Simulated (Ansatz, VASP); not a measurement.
SrO: VASP beside Ansatz

```xyz
2
Lattice="0.0000 2.5833 2.5833 2.5833 0.0000 2.5833 2.5833 2.5833 0.0000" Properties=species:S:1:pos:R:3 pbc="T T T"
Sr    2.5833    2.5833    2.5833
O     0.0000    0.0000    0.0000
```

Change from the starting cell: volume scaled by 1.02.

Alike in both runs: task single point; functional PBE; k mesh 9 × 9 × 9; occupations fermi-dirac, width 0.05 eV; no spin polarisation.

|  | VASP | Ansatz |
| --- | --- | --- |
| version | VASP 6.6.1 | Ansatz 0.2.0 |
| potentials or method | VASP PAW PBE potentials, release 64 (Sr_sv, O), cutoff 520 eV | all-electron LAPW, scalar-relativistic |

VASP gave:

- gap on the k mesh at the Fermi level (eV): 3.33
- least direct gap on the mesh (eV): 3.43
- pressure (GPa): 2.0

Question: Which values does Ansatz return?

Answer: gap on the k mesh at the Fermi level (eV): 3.38; least direct gap on the mesh (eV): 3.47; pressure (GPa): 1.4.

Ansatz ran all-electron here, and VASP with PAW potentials.
